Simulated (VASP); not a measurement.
# Nd (P6_3/mmc) in VASP: notebook

Nd is run at these levels: PBEsol, LDA; tasks: single point.

All numbers are computed with VASP 6.6.1; they aren't measurements. Logs are shortened: lines on timing, memory, paths and dates and some standing lists are left out, and cuts for length are marked.

## Step 1: The cell of the first run

It takes space group P6_3/mmc (No. 194, hexagonal). The conventional cell has a = 3.657 Å, b = 3.657 Å, c = 5.902 Å, α = 90.00°, β = 90.00°, γ = 120.00°. Within 4.8 Å of Nd (site symmetry -6m2) lie 12 Nd at 3.63 to 3.66 Å.

## Step 2: Single point, PBEsol, collinear spin, ferromagnetic start

INCAR

```
PREC = Accurate
ENCUT = 520
EDIFF = 1E-6
ISMEAR = -1
SIGMA = 0.05
LREAL = F
LASPH = T
NELM = 150
ALGO = Normal
ISIF = 2
LWAVE = F
LCHARG = F
ISPIN = 2
MAGMOM = 2.25 2.64
LORBIT = 11
LMAXMIX = 6
GGA = PS
NBANDS = 25
```

KPOINTS

```
Automatic mesh
0
Gamma
  7 7 4
```

POSCAR

```
Nd
1.0
    3.6570000000      0.0000000000      0.0000000000
   -1.8285000000      3.1670549016      0.0000000000
    0.0000000000      0.0000000000      5.9020000000
Nd
2
Direct
    0.6666666667      0.3333333333      0.7500000000
    0.3333333333      0.6666666667      0.2500000000
```

Potentials or basis: VASP PAW PBE potentials, release 64 (Nd).

Command:

```
$ cat potpaw_PBE.64/Nd/POTCAR > POTCAR
$ mpirun -np 1 vasp_std > vasp.out
```

OUTCAR:

```text
PREC = Accurate
   ENCUT = 520
   EDIFF = 1E-6
   ISMEAR = -1
   LREAL = F
   LASPH = T
   NELM = 150
   ISIF = 2
   ISPIN = 2
   LORBIT = 11
   GGA = PS

 ion  position               nearest neighbor table
   1  0.667  0.333  0.750-
   2  0.333  0.667  0.250-

  LATTYP: Found a hexagonal cell.
 ALAT       =     3.6570000000
 C/A-ratio  =     1.6138911676

  Lattice vectors:

 A1 = (   3.6570000000,   0.0000000000,   0.0000000000)
 A2 = (  -1.8285000000,   3.1670549016,   0.0000000000)
 A3 = (   0.0000000000,   0.0000000000,   5.9020000000)

Analysis of symmetry for initial positions (statically):
=====================================================================
 Subroutine PRICEL returns:
 Original cell was already a primitive cell.

 Routine SETGRP: Setting up the symmetry group for a
 hexagonal supercell.

 Subroutine GETGRP returns: Found 24 space group operations
 (whereof 12 operations were pure point group operations)
 out of a pool of 24 trial point group operations.

The static configuration has the point symmetry D_3d.
 The point group associated with its full space group is D_6h.

Analysis of symmetry for dynamics (positions and initial velocities):
=====================================================================
 Subroutine PRICEL returns:
 Original cell was already a primitive cell.

 Routine SETGRP: Setting up the symmetry group for a
 hexagonal supercell.

 Subroutine GETGRP returns: Found 24 space group operations
 (whereof 12 operations were pure point group operations)
 out of a pool of 24 trial point group operations.

The dynamic configuration has the point symmetry D_3d.
 The point group associated with its full space group is D_6h.

Analysis of structural, dynamic, and magnetic symmetry:
=====================================================================
 Subroutine PRICEL returns:
 Original cell was already a primitive cell.

 Routine SETGRP: Setting up the symmetry group for a
 hexagonal supercell.

 Subroutine GETGRP returns: Found 12 space group operations
 (whereof  6 operations were pure point group operations)
 out of a pool of 24 trial point group operations.

The overall configuration has the point symmetry C_3v.
 The point group associated with its full space group is D_3h.

 Subroutine INISYM returns: Found 12 space group operations
 (whereof  6 operations are pure point group operations),
 and found     1 'primitive' translations

----------------------------------------------------------------------------------------

                                     Primitive cell

  volume of cell :      68.3565

  direct lattice vectors                    reciprocal lattice vectors
     3.657000000  0.000000000  0.000000000     0.273448182  0.157875381  0.000000000
    -1.828500000  3.167054902  0.000000000     0.000000000  0.315750762  0.000000000
     0.000000000  0.000000000  5.902000000     0.000000000  0.000000000  0.169434090

  length of vectors
     3.657000000  3.657000000  5.902000000     0.315750762  0.315750762  0.169434090

  position of ions in fractional coordinates (direct lattice)
     0.666666667  0.333333333  0.750000000
     0.333333333  0.666666667  0.250000000

  ion indices of the primitive-cell ions
   primitive index   ion index
                 1           1
                 2           2

----------------------------------------------------------------------------------------

 KPOINTS: Automatic mesh

Automatic generation of k-mesh.
 Grid dimensions read from file:
 generate k-points for:    7    7    4

 Generating k-lattice:

  Cartesian coordinates                     Fractional coordinates (reciprocal lattice)
     0.039064026  0.022553626  0.000000000     0.142857143 -0.000000000  0.000000000
     0.000000000  0.045107252  0.000000000     0.000000000  0.142857143  0.000000000
     0.000000000  0.000000000  0.042358523     0.000000000  0.000000000  0.250000000

  Length of vectors
     0.045107252  0.045107252  0.042358523

  Shift w.r.t. Gamma in fractional coordinates (k-lattice)
     0.000000000  0.000000000  0.000000000

 Subroutine IBZKPT returns following result:
 ===========================================

 Found     24 irreducible k-points:

 Following reciprocal coordinates:
            Coordinates               Weight
  0.000000  0.000000  0.000000      1.000000
  0.142857  0.000000  0.000000      6.000000
  0.285714  0.000000  0.000000      6.000000
  0.428571  0.000000  0.000000      6.000000
  0.142857  0.142857  0.000000      6.000000
  0.285714  0.142857  0.000000     12.000000
[... 16 lines left out ...]
  0.428571  0.142857  0.500000      6.000000
  0.285714  0.285714  0.500000      6.000000
   k-points           NKPTS =     24   k-points in BZ     NKDIM =     24   number of bands    NBANDS=     25
   number of dos      NEDOS =    301   number of ions     NIONS =      2
   total plane-waves  NPLWV =  37632
   dimension x,y,z NGX =    28 NGY =   28 NGZ =   48
   dimension x,y,z NGXF=    56 NGYF=   56 NGZF=   96
   ions per type =               2
   NGX,Y,Z   is equivalent  to a cutoff of  12.73, 12.73, 13.52 a.u.
   NGXF,Y,Z  is equivalent  to a cutoff of  25.46, 25.46, 27.04 a.u.
 SYSTEM =  unknown system
   PREC   = accura    normal or accurate (medium, high low for compatibility)
   ISTART =      0    job   : 0-new  1-cont  2-samecut
   ICHARG =      2    charge: 1-file 2-atom 10-const
   ISPIN  =      2    spin polarized calculation?
   LNONCOLLINEAR =      F non collinear calculations
   LSORBIT =      F    spin-orbit coupling
   LASPH  =      T    aspherical Exc in radial PAW
   ENCUT  =  520.0 eV  38.22 Ry    6.18 a.u.   6.80  6.80 10.97*2*pi/ulx,y,z
   NELM   =    150;   NELMIN=  2; NELMDL= -5     # of ELM steps
   EDIFF  = 0.1E-05   stopping-criterion for ELM
   LREAL  =      F    real-space projection
   EDIFFG = 0.1E-04   stopping-criterion for IOM
   NSW    =      0    number of steps for IOM
   IBRION =     -1    ionic relax: 0-MD 1-quasi-New 2-CG
   NFREE  =      0    steps in history (QN), initial steepest desc. (CG)
   ISIF   =      2    stress and relaxation
   ISYM   =      2    0-nonsym 1-usesym 2-fastsym
   POTIM  = 0.5000    time-step for ionic-motion
   TEBEG  =    0.0;   TEEND  =   0.0 temperature during run
   PSTRESS=    0.0 pullay stress
[... 13 lines left out ...]
   LORBIT       =     11    0 simple, 1 ext, 2 COOP (PROOUT), +10 PAW based schemes
   GGA     = PS    functional components
   LHFCALC =     F    Hartree Fock is set to
   AEXX    =    0.0000 exact exchange contribution
   IVDW    =     0    specifies the selected vdW correction
   LEPSILON=     F    determine dielectric tensor
   LRPA    =     F    only Hartree local field effects (RPA)
 spin polarized calculation
  energy-cutoff  :      520.00
  volume of cell :       68.36
 maximum number of plane-waves:      1860
 NGX is ok and might be reduce to    28
   NGX = 13   NGY = 13   NGZ = 21

 number of electron      28.0000006 magnetization       8.2160907

 Free energy of the ion-electron system (eV)
  ---------------------------------------------------
  ext. energy  EPLUGINS =         0.00000000
  ---------------------------------------------------
  free energy    TOTEN  =       -13.50283294 eV

  energy without entropy =      -13.40592550  energy(sigma->0) =      -13.45437922

 E-fermi :   4.4803     XC(G=0): -10.0228

 val. band max:        4.4785138767   @ k =   0.2857   0.0000   0.0000
 cond. band min:       4.4903301068   @ k =   0.4286   0.0000   0.0000
 fundamental gap:      0.0118162300
 Fermi energy:         4.4803000510

 spin component 1

 k-point     1 :       0.0000    0.0000    0.0000
  band No.  band energies     occupation
      1     -32.8209      1.00000
      2     -32.6712      1.00000
      3     -14.6374      1.00000
      4     -13.6148      1.00000
      5     -13.6148      1.00000
      6     -13.4515      1.00000
[... 17 lines left out ...]
     24       4.9136      0.00017
     25       6.1669      0.00000

 k-point     2 :       0.1429    0.0000    0.0000
  band No.  band energies     occupation
      1     -32.7977      1.00000
      2     -32.6608      1.00000
      3     -14.5636      1.00000
      4     -13.7921      1.00000
      5     -13.6697      1.00000
      6     -13.6335      1.00000
[... 17 lines left out ...]
     24       4.9221      0.00015
     25       5.6137      0.00000

 k-point     3 :       0.2857    0.0000    0.0000
  band No.  band energies     occupation
      1     -32.7419      1.00000
      2     -32.6403      1.00000
      3     -14.3704      1.00000
      4     -14.1796      1.00000
      5     -14.0063      1.00000
      6     -13.7833      1.00000
[... 552 lines left out ...]
 k-point    23 :       0.4286    0.1429    0.5000
  band No.  band energies     occupation
      1     -32.6517      1.00000
      2     -32.6514      1.00000
      3     -14.5283      1.00000
      4     -14.5281      1.00000
      5     -13.9148      1.00000
      6     -13.9146      1.00000
[... 17 lines left out ...]
     24       4.9327      0.00012
     25       5.2155      0.00000

 k-point    24 :       0.2857    0.2857    0.5000
  band No.  band energies     occupation
      1     -32.6478      1.00000
      2     -32.6476      1.00000
      3     -14.4337      1.00000
      4     -14.4335      1.00000
      5     -14.0803      1.00000
      6     -14.0800      1.00000
[... 17 lines left out ...]
     24       4.9462      0.00009
     25       5.2444      0.00000
 Fermi energy:         4.4803000510

 spin component 2

 k-point     1 :       0.0000    0.0000    0.0000
  band No.  band energies     occupation
      1     -31.1736      1.00000
      2     -31.0108      1.00000
      3     -13.3450      1.00000
      4     -12.2876      1.00000
      5     -12.2876      1.00000
      6     -12.1167      1.00000
[... 17 lines left out ...]
     24       7.4494      0.00000
     25       7.6268      0.00000

 k-point     2 :       0.1429    0.0000    0.0000
  band No.  band energies     occupation
      1     -31.1482      1.00000
      2     -30.9994      1.00000
      3     -13.2661      1.00000
      4     -12.4777      1.00000
      5     -12.3466      1.00000
      6     -12.3110      1.00000
[... 17 lines left out ...]
     24       7.1921      0.00000
     25       7.3142      0.00000

 k-point     3 :       0.2857    0.0000    0.0000
  band No.  band energies     occupation
      1     -31.0874      1.00000
      2     -30.9769      1.00000
      3     -13.0591      1.00000
      4     -12.8925      1.00000
      5     -12.7057      1.00000
      6     -12.4682      1.00000
[... 552 lines left out ...]
 k-point    23 :       0.4286    0.1429    0.5000
  band No.  band energies     occupation
      1     -30.9891      1.00000
      2     -30.9887      1.00000
      3     -13.2507      1.00000
      4     -13.2505      1.00000
      5     -12.6051      1.00000
      6     -12.6049      1.00000
[... 17 lines left out ...]
     24       7.0620      0.00000
     25       7.1007      0.00000

 k-point    24 :       0.2857    0.2857    0.5000
  band No.  band energies     occupation
      1     -30.9849      1.00000
      2     -30.9845      1.00000
      3     -13.1452      1.00000
      4     -13.1451      1.00000
      5     -12.7888      1.00000
      6     -12.7886      1.00000
[... 17 lines left out ...]
     24       7.0271      0.00000
     25       7.0610      0.00000

------------------------ aborting loop because EDIFF is reached ----------------------------------------

  FORCE on cell =-STRESS in cart. coord.  units (eV):
  Direction    XX          YY          ZZ          XY          YZ          ZX
  --------------------------------------------------------------------------------------
  -------------------------------------------------------------------------------------
  Total       -1.1470170     -1.1470170     -1.3345845      0.0000000      0.0000000      0.0000000
  in kB      -26.8844216    -26.8844216    -31.2807316      0.0000000      0.0000000      0.0000000
  external PRESSURE =     -28.3498583 kB  Pullay stress =       0.0000000 kB

 VOLUME and BASIS-vectors are now :
 -----------------------------------------------------------------------------
  energy-cutoff  :      520.00
  volume of cell :       68.36
      direct lattice vectors                 reciprocal lattice vectors
     3.657000000  0.000000000  0.000000000     0.273448182  0.157875381  0.000000000
    -1.828500000  3.167054902  0.000000000     0.000000000  0.315750762  0.000000000
     0.000000000  0.000000000  5.902000000     0.000000000  0.000000000  0.169434090

 POSITION                                       TOTAL-FORCE (eV/Angst)
 -----------------------------------------------------------------------------------
      1.82850      1.05568      4.42650         0.000000     -0.000000      0.000000
     -0.00000      2.11137      1.47550        -0.000000      0.000000     -0.000000
 -----------------------------------------------------------------------------------
    total drift:                                0.000000     -0.000000      0.000000

  FREE ENERGIE OF THE ION-ELECTRON SYSTEM (eV)
  ---------------------------------------------------
  free  energy   TOTEN  =       -13.5028329417 eV

  energy  without entropy=      -13.4059255034  energy(sigma->0) =      -13.45437922

 total charge

# of ion       s       p       d       f       tot
--------------------------------------------------
    1        2.017   5.343   0.555   3.270  11.185
    2        2.017   5.343   0.555   3.268  11.183
--------------------------------------------------
tot          4.035  10.685   1.109   6.538  22.368

 magnetization (x)

# of ion       s       p       d       f       tot
--------------------------------------------------
    1        0.000  -0.092   0.208   3.244   3.360
    2        0.000  -0.092   0.208   3.242   3.358
--------------------------------------------------
tot          0.001  -0.185   0.415   6.486   6.717
```

Wall time 2.4 min (1 thread of Intel Xeon 6975P-C (Granite Rapids), shared host); peak memory 0.25 GiB.

Results:

- Free energy: -13.5028 eV
- Pressure: -2.8 GPa
- Net moment: 8.22 μB per cell
- Site moments: Nd +3.36 μB
- Valence electrons inside the program's atomic spheres: Nd 11.19, 11.18

Stress tensor (GPa, compression positive):
```
-2.69  0.00  0.00
 0.00 -2.69  0.00
 0.00  0.00 -3.13
```

Caveat: the magnetic or orbital state may not be the lowest; the PAW data sets were made with another functional, which shifts forces and pressure a little; spin-orbit coupling is left out, which moves the levels of the heavy elements. The state reached can hang on the start; a lower one may exist.

## Step 3: Single point, LDA, collinear spin, ferromagnetic start

This run uses another cell than the first one, of 36.23 Å³/atom, 1.060 times its volume.

INCAR

```
ALGO = Normal
EDIFF = 1E-6
ENCUT = 520
GGA = CA
ISIF = 2
ISMEAR = -1
ISPIN = 2
LASPH = True
LCHARG = False
LMAXMIX = 6
LORBIT = 11
LREAL = False
LWAVE = False
MAGMOM = 3 3
NBANDS = 25
NELM = 150
PREC = Accurate
SIGMA = 0.05
```

KPOINTS

```
k-points
0
Gamma
  8 8 5
```

POSCAR

```
Nd
1.0
    3.7287240916      0.0000000000      0.0000000000
   -1.8643620458      3.2291697870      0.0000000000
    0.0000000000      0.0000000000      6.0177548779
Nd
2
Direct
    0.6666666667      0.3333333333      0.7500000000
    0.3333333333      0.6666666667      0.2500000000
```

Potentials or basis: VASP PAW PBE potentials, release 64 (Nd).

Command:

```
$ cat potpaw_PBE.64/Nd/POTCAR > POTCAR
$ mpirun -np 1 vasp_std > vasp.out
```

Wall time 6.9 min (1 thread of Intel Xeon 6975P-C, shared host); peak memory 0.23 GiB.

Results (log left out):

* Free energy: -13.3321 eV
* Pressure: -5.9 GPa
* Net moment: 8.10 μB per cell
* Site moments: Nd +3.36 μB
* Valence electrons inside the program's atomic spheres: Nd 11.17

Stress tensor (GPa, compression positive):
```
-5.75  0.00  0.00
 0.00 -5.75  0.00
 0.00  0.00 -6.18
```

Levels at points of the mesh, in eV from the Fermi level:
Spin up:
| k point | band 14 | band 15 | band 16 | band 17 | band 18 | band 19 | band 20 | band 21 | band 22 | band 23 |
| --- | --- | --- | --- | --- | --- | --- | --- | --- | --- | --- |
| (0.00, 0.00, 0.00) | -0.07 | -0.07 | -0.04 | -0.04 | 0.02 | 0.02 | 0.06 | 0.06 | 0.09 | 0.12 |
| (0.50, 0.00, 0.00) | -0.16 | -0.13 | -0.10 | -0.06 | -0.03 | 0.10 | 0.11 | 0.14 | 0.17 | 0.19 |
Spin down:
```csv
k point,band 7,band 8,band 9,band 10,band 11,band 12,band 13,band 14
"(0.00, 0.00, 0.00)",-16.70,-16.67,-3.24,-1.17,1.57,1.77,1.80,1.87
"(0.50, 0.00, 0.00)",-16.95,-16.83,-0.77,-0.68,-0.39,1.45,1.74,1.74
```

Caveat: the magnetic or orbital state may not be the lowest; the PAW data sets were made with another functional, which shifts forces and pressure a little; spin-orbit coupling is left out, which moves the levels of the heavy elements. The state reached can hang on the start; a lower one may exist.

## Step 4: Single point, PBEsol, collinear spin, ferrimagnetic start

INCAR

```
SYSTEM = Nd
PREC     = Accurate       ! precision mode
ENCUT    = 520            ! plane-wave cutoff, eV
EDIFF    = 1E-6           ! SCF threshold, eV
ISMEAR   = -1             ! smearing method
SIGMA    = 0.05           ! smearing width, eV
LREAL    = .FALSE.        ! projectors in reciprocal space
LASPH    = .TRUE.         ! aspherical terms in the spheres
NELM     = 150            ! most SCF steps
ALGO     = Normal         ! electronic algorithm
ISIF     = 2              ! what is computed and relaxed
LWAVE    = .FALSE.        ! write WAVECAR
LCHARG   = .FALSE.        ! write CHGCAR
ISPIN    = 2              ! spin polarisation
MAGMOM   = 3 -1.5         ! initial moments
LORBIT   = 11             ! projections on sites
LMAXMIX  = 6              ! l up to which the mixer works
GGA      = PS             ! functional
NBANDS   = 25             ! bands
```

KPOINTS

```
regular mesh
0
G
  7 7 4
  0 0 0
```

POSCAR

```
Nd
1.0
    3.6570000000      0.0000000000      0.0000000000
   -1.8285000000      3.1670549016      0.0000000000
    0.0000000000      0.0000000000      5.9020000000
Nd
2
Direct
    0.6666666667      0.3333333333      0.7500000000
    0.3333333333      0.6666666667      0.2500000000
```

Command:

```
$ cat potpaw_PBE.64/Nd/POTCAR > POTCAR
$ mpirun -np 1 vasp_std > vasp.out
```

Run time: 7.4 min. Hardware: 1 thread of Intel Xeon Platinum 8259CL at 2.50GHz (Skylake/Cascade Lake), shared host; peak memory 0.25 GiB.

It converged, with:

* Free energy: -13.2447 eV
* Pressure: -2.6 GPa
* Net moment: -0.20 μB per cell
* Site moments: Nd +3.22, -3.29 μB
* Valence electrons inside the program's atomic spheres: Nd 11.18, 11.19

Stress tensor (GPa, compression positive):
```
-3.23  0.00  0.00
 0.00 -3.23  0.00
 0.00  0.00 -1.34
```

Levels at points of the mesh, in eV from the Fermi level:
Spin up:
| k point | band 10 | band 11 | band 12 | band 13 | band 14 | band 15 | band 16 | band 17 | band 18 | band 19 |
| --- | --- | --- | --- | --- | --- | --- | --- | --- | --- | --- |
| (0.00, 0.00, 0.00) | -1.54 | -0.18 | -0.18 | -0.03 | 0.02 | 0.15 | 0.15 | 0.39 | 1.68 | 1.68 |
| (0.00, 0.00, 0.50) | -1.77 | -0.18 | -0.18 | -0.03 | 0.01 | 0.17 | 0.17 | 0.19 | 0.97 | 1.62 |
Spin down:
```
           k point  band 12  band 13  band 14  band 15  band 16  band 17
(0.00, 0.00, 0.00)    -0.01    -0.01     0.02     0.06     0.06     0.06
(0.00, 0.00, 0.50)     0.01     0.01     0.02     0.05     0.07     0.07
```

Caveat: the magnetic or orbital state may not be the lowest; the PAW data sets were made with another functional, which shifts forces and pressure a little; spin-orbit coupling is left out, which moves the levels of the heavy elements. The state reached can hang on the start; a lower one may exist.

## Step 5: Overview

| level | spin | cell | k mesh | gap on the mesh (eV) | pressure (GPa) | moment (μB) |
| --- | --- | --- | --- | --- | --- | --- |
| PBEsol | collinear, ferromagnetic start | a = 3.657, b = 3.657, c = 5.902 Å, angles 90.0, 90.0, 120.0°, 2 atoms | 7 × 7 × 4 | none | -2.8 | 8.22 |
| LDA | collinear, ferromagnetic start | a = 3.729, b = 3.729, c = 6.018 Å, angles 90.0, 90.0, 120.0°, 2 atoms | 8 × 8 × 5 | none | -5.9 | 8.10 |
| PBEsol | collinear, ferrimagnetic start | a = 3.657, b = 3.657, c = 5.902 Å, angles 90.0, 90.0, 120.0°, 2 atoms | 7 × 7 × 4 | none | -2.6 | 0.20 |

Alike in all rows: task single point; potentials or basis VASP PAW PBE potentials, release 64 (Nd); cutoff (eV) 520; smearing fermi-dirac 0.05 eV.

Caveats: the magnetic or orbital state may not be the lowest; the PAW data sets were made with another functional, which shifts forces and pressure a little; spin-orbit coupling is left out, which moves the levels of the heavy elements.

Absolute energies hang on the potentials; compare differences alone.
